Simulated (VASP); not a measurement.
# CdInS3O4 (P-43m) in VASP: single point with PBE

Aim: the single point of CdInS3O4 with PBE.

Program: VASP 6.6.1. These are calculated values, not measurements. Logs are shortened: lines on timing, memory, paths and dates and some standing lists are left out, and cuts for length are marked.

### 1 The cell of the first run

It takes space group P-43m (No. 215, cubic). The conventional cell has a = 5.586 Å, b = 5.586 Å, c = 5.586 Å, α = 90.00°, β = 90.00°, γ = 90.00°. Within 2.9 Å of Cd (site symmetry -43m) lie 4 O at 2.18 Å and 6 S at 2.79 Å. In (site symmetry -43m) has 4 O at 2.66 Å within 3.5 Å. S (site symmetry -42m) has 4 O at 2.35 Å and 2 Cd at 2.79 Å within 3.1 Å. Within 2.9 Å of O (site symmetry 3m) lie 1 Cd at 2.18 Å and 3 S at 2.35 Å and 1 In at 2.66 Å.

The cell was generated, and may not be a known phase.

### 2 Single point, PBE

Input file INCAR:

```
SYSTEM = CdInS3O4
PREC     = Accurate       ! precision mode
ENCUT    = 520            ! plane-wave cutoff, eV
EDIFF    = 1E-6           ! SCF threshold, eV
ISMEAR   = 0              ! smearing method
SIGMA    = 0.1            ! smearing width, eV
LREAL    = .FALSE.        ! projectors in reciprocal space
LASPH    = .TRUE.         ! aspherical terms in the spheres
NELM     = 80             ! most SCF steps
ALGO     = Normal         ! electronic algorithm
ISIF     = 2              ! what is computed and relaxed
LWAVE    = .FALSE.        ! write WAVECAR
LCHARG   = .FALSE.        ! write CHGCAR
GGA      = PE             ! functional
NBANDS   = 44             ! bands
```

Input file KPOINTS:

```
Automatic mesh
0
G
  4 4 4
  0 0 0
```

Input file POSCAR:

```
CdInS3O4
1.0
    5.5863515300      0.0000000000      0.0000000000
    0.0000000000      5.5863515300      0.0000000000
    0.0000000000      0.0000000000      5.5863515300
Cd In S O
1 1 3 4
Direct
    0.0000000000      0.0000000000      0.0000000000
    0.5000000000      0.5000000000      0.5000000000
    0.0000000000      0.5000000000      0.0000000000
    0.0000000000      0.0000000000      0.5000000000
    0.5000000000      0.0000000000      0.0000000000
    0.2247910100      0.2247910100      0.2247910100
    0.7752089900      0.7752089900      0.2247910100
    0.2247910100      0.7752089900      0.7752089900
    0.7752089900      0.2247910100      0.7752089900
```

Potentials or basis: VASP PAW PBE potentials, release 64 (Cd, In_d, S, O).

Started as:

```
$ cat potpaw_PBE.64/Cd/POTCAR potpaw_PBE.64/In_d/POTCAR potpaw_PBE.64/S/POTCAR potpaw_PBE.64/O/POTCAR > POTCAR
$ mpirun -np 1 vasp_std > vasp.out
```

OUTCAR:

```text
SYSTEM = CdInS3O4
   PREC = Accurate
   ENCUT = 520
   EDIFF = 1E-6
   ISMEAR = 0
   LREAL = .FALSE.
   LASPH = .TRUE.
   NELM = 80
   ISIF = 2
   GGA = PE

 ion  position               nearest neighbor table
   1  0.000  0.000  0.000-   6 2.18   7 2.18   8 2.18   9 2.18   4 2.79   5 2.79   3 2.79   4 2.79
                             3 2.79   5 2.79
   2  0.500  0.500  0.500-   6 2.66   7 2.66   8 2.66   9 2.66
   3  0.000  0.500  0.000-   6 2.35   7 2.35   8 2.35   9 2.35   1 2.79   1 2.79
   4  0.000  0.000  0.500-   6 2.35   7 2.35   8 2.35   9 2.35   1 2.79   1 2.79
   5  0.500  0.000  0.000-   6 2.35   7 2.35   8 2.35   9 2.35   1 2.79   1 2.79
   6  0.225  0.225  0.225-   1 2.18   3 2.35   4 2.35   5 2.35   2 2.66
   7  0.775  0.775  0.225-   1 2.18   3 2.35   4 2.35   5 2.35   2 2.66
   8  0.225  0.775  0.775-   1 2.18   3 2.35   4 2.35   5 2.35   2 2.66
   9  0.775  0.225  0.775-   1 2.18   3 2.35   4 2.35   5 2.35   2 2.66

  LATTYP: Found a simple cubic cell.
 ALAT       =     5.5863515300

  Lattice vectors:

 A1 = (   5.5863515300,   0.0000000000,   0.0000000000)
 A2 = (   0.0000000000,   5.5863515300,   0.0000000000)
 A3 = (   0.0000000000,   0.0000000000,   5.5863515300)

Analysis of symmetry for initial positions (statically):
=====================================================================
 Subroutine PRICEL returns:
 Original cell was already a primitive cell.

 Routine SETGRP: Setting up the symmetry group for a
 simple cubic supercell.

 Subroutine GETGRP returns: Found 24 space group operations
 (whereof 24 operations were pure point group operations)
 out of a pool of 48 trial point group operations.

The static configuration has the point symmetry T_d .

Analysis of symmetry for dynamics (positions and initial velocities):
=====================================================================
 Subroutine PRICEL returns:
 Original cell was already a primitive cell.

 Routine SETGRP: Setting up the symmetry group for a
 simple cubic supercell.

 Subroutine GETGRP returns: Found 24 space group operations
 (whereof 24 operations were pure point group operations)
 out of a pool of 48 trial point group operations.

The dynamic configuration has the point symmetry T_d .

 Subroutine INISYM returns: Found 24 space group operations
 (whereof 24 operations are pure point group operations),
 and found     1 'primitive' translations

----------------------------------------------------------------------------------------

                                     Primitive cell

  volume of cell :     174.3351

  direct lattice vectors                    reciprocal lattice vectors
     5.586351530  0.000000000  0.000000000     0.179007711  0.000000000  0.000000000
[... 98 lines left out ...]
   EMIN   =  10.00;   EMAX   =-10.00  energy-range for DOS
   EFERMI =   0.00;   METHOD = LEGACY
   ISMEAR =     0;   SIGMA  =   0.10  broadening in eV -4-tet -1-fermi 0-gaus
   EFERMI_NEDOS =   21; number of points for ismear=-14 and -15
   IALGO  =     38    algorithm
   IMIX   =      4    mixing-type and parameters
     AMIX     =   0.40;   BMIX     =  1.00
     AMIX_MAG =   1.60;   BMIX_MAG =  1.00
  volume/ion in A,a.u.               =      19.37       130.72
  Fermi-wavevector in a.u.,A,eV,Ry     =   1.190250  2.249246 19.275305  1.416695
  Thomas-Fermi vector in A             =   2.326339
   LORBIT       =      0    0 simple, 1 ext, 2 COOP (PROOUT), +10 PAW based schemes
   GGA     = PE    functional components
   LHFCALC =     F    Hartree Fock is set to
   AEXX    =    0.0000 exact exchange contribution
   IVDW    =     0    specifies the selected vdW correction
   LEPSILON=     F    determine dielectric tensor
   LRPA    =     F    only Hartree local field effects (RPA)
 non-spin polarized calculation
 Gauss-broadening in eV      SIGMA  =   0.10
  energy-cutoff  :      520.00
  volume of cell :      174.34
 maximum number of plane-waves:      4713
 NGX is ok and might be reduce to    42
   NGX = 21   NGY = 21   NGZ = 21

 number of electron      67.0000005 magnetization

 Free energy of the ion-electron system (eV)
  ---------------------------------------------------
  ext. energy  EPLUGINS =         0.00000000
  ---------------------------------------------------
  free energy    TOTEN  =       -29.61934769 eV

  energy without entropy =      -29.56502460  energy(sigma->0) =      -29.59218615

 E-fermi :   2.5295     XC(G=0):  -9.0724

 val. band max:        2.4696955276   @ k =   0.5000   0.5000   0.0000
 cond. band min:       2.5538806839   @ k =   0.5000   0.5000   0.0000
 fundamental gap:      0.0841851562
 Fermi energy:         2.5294686897

 k-point     1 :       0.0000    0.0000    0.0000
  band No.  band energies     occupation
      1     -16.1133      2.00000
      2     -15.5098      2.00000
      3     -15.5098      2.00000
      4     -15.5098      2.00000
      5     -11.0397      2.00000
      6     -11.0397      2.00000
[... 459 lines left out ...]
     43       8.7374      0.00000
     44       9.4873      0.00000

------------------------ aborting loop because EDIFF is reached ----------------------------------------

  FORCE on cell =-STRESS in cart. coord.  units (eV):
  Direction    XX          YY          ZZ          XY          YZ          ZX
  --------------------------------------------------------------------------------------
  -------------------------------------------------------------------------------------
  Total        1.7858781      1.7858781      1.7858781      0.0000000      0.0000000     -0.0000000
  in kB       16.4126090     16.4126090     16.4126090      0.0000000      0.0000000     -0.0000000
  external PRESSURE =      16.4126090 kB  Pullay stress =       0.0000000 kB

 VOLUME and BASIS-vectors are now :
 -----------------------------------------------------------------------------
  energy-cutoff  :      520.00
  volume of cell :      174.34
      direct lattice vectors                 reciprocal lattice vectors
     5.586351530  0.000000000  0.000000000     0.179007711  0.000000000  0.000000000
     0.000000000  5.586351530  0.000000000     0.000000000  0.179007711  0.000000000
     0.000000000  0.000000000  5.586351530     0.000000000  0.000000000  0.179007711

 POSITION                                       TOTAL-FORCE (eV/Angst)
 -----------------------------------------------------------------------------------
      0.00000      0.00000      0.00000        -0.000000      0.000000      0.000000
      2.79318      2.79318      2.79318        -0.000000     -0.000000      0.000000
      0.00000      2.79318      0.00000        -0.000000      0.000000      0.000000
      0.00000      0.00000      2.79318        -0.000000      0.000000      0.000000
      2.79318      0.00000      0.00000        -0.000000      0.000000      0.000000
      1.25576      1.25576      1.25576         0.112393      0.112393      0.112393
      4.33059      4.33059      1.25576        -0.112393     -0.112393      0.112393
      1.25576      4.33059      4.33059         0.112393     -0.112393     -0.112393
      4.33059      1.25576      4.33059        -0.112393      0.112393     -0.112393
 -----------------------------------------------------------------------------------
    total drift:                               -0.000000     -0.000000      0.000000

  FREE ENERGIE OF THE ION-ELECTRON SYSTEM (eV)
  ---------------------------------------------------
  free  energy   TOTEN  =       -29.6193476920 eV

  energy  without entropy=      -29.5650246025  energy(sigma->0) =      -29.59218615
```

OSZICAR:

```text
N       E                     dE             d eps       ncg     rms          rms(c)
DAV:   1     0.642765787018E+03    0.64277E+03   -0.31061E+04   880   0.152E+03
DAV:   2     0.551109608168E+02   -0.58765E+03   -0.55338E+03   980   0.392E+02
DAV:   3    -0.294654517680E+02   -0.84576E+02   -0.80580E+02  1108   0.151E+02
DAV:   4    -0.340270297059E+02   -0.45616E+01   -0.44102E+01   984   0.361E+01
DAV:   5    -0.342090835172E+02   -0.18205E+00   -0.18136E+00  1096   0.744E+00    0.207E+01
DAV:   6    -0.327875384915E+02    0.14215E+01   -0.31239E+01  1240   0.401E+01    0.204E+01
DAV:   7    -0.296015613659E+02    0.31860E+01   -0.56444E+00  1008   0.161E+01    0.116E+01
DAV:   8    -0.296867065996E+02   -0.85145E-01   -0.23823E+00  1028   0.789E+00    0.282E+00
DAV:   9    -0.296207394372E+02    0.65967E-01   -0.14469E-01  1156   0.243E+00    0.157E+00
DAV:  10    -0.296184748242E+02    0.22646E-02   -0.41927E-02   960   0.102E+00    0.586E-01
DAV:  11    -0.296191805745E+02   -0.70575E-03   -0.26509E-03  1148   0.296E-01    0.284E-01
DAV:  12    -0.296194406730E+02   -0.26010E-03   -0.43317E-04   956   0.107E-01    0.161E-01
DAV:  13    -0.296193378294E+02    0.10284E-03   -0.13228E-04  1016   0.718E-02    0.468E-02
DAV:  14    -0.296193458142E+02   -0.79848E-05   -0.28796E-05   984   0.275E-02    0.221E-02
DAV:  15    -0.296193479909E+02   -0.21767E-05   -0.46680E-06   808   0.123E-02    0.125E-02
DAV:  16    -0.296193476920E+02    0.29891E-06   -0.23168E-06   688   0.903E-03
   1 F= -.29619348E+02 E0= -.29592186E+02  d E =-.543231E-01
```

stdout:

```text
POSCAR found type information on POSCAR CdInS O
 POSCAR found :  4 types and       9 ions
 scaLAPACK will be used
 LDA part: xc-table for (Slater+PW92), standard interpolation
 POSCAR, INCAR and KPOINTS ok, starting setup
 FFT: planning ... GRIDC
 FFT: planning ... GRID_SOFT
 FFT: planning ... GRID
 WAVECAR not read
 entering main loop
```

Run time: 2.6 min. Hardware: 1 thread of Intel Xeon 8259CL, shared host; peak memory 0.29 GiB.

Results:

- Free energy: -29.6193 eV
- Pressure: 1.6 GPa
- Largest force: 0.195 eV/Å
- Band gap on the k mesh: zero (an odd number of electrons rules out a gap without spin polarisation)

Forces in eV/Å, atoms in the order of the input:
```
Cd   0.000  0.000  0.000
In   0.000  0.000  0.000
S    0.000  0.000  0.000
S    0.000  0.000  0.000
S    0.000  0.000  0.000
O    0.112  0.112  0.112
O   -0.112 -0.112  0.112
O    0.112 -0.112 -0.112
O   -0.112  0.112 -0.112
```

Caveat: spin-orbit coupling is left out, which moves the levels of the heavy elements; an odd number of electrons without spin polarisation forces a metal; a magnetic or distorted state may lie lower.

The gap in the log of VASP goes by the Fermi energy; the results here count the filled bands.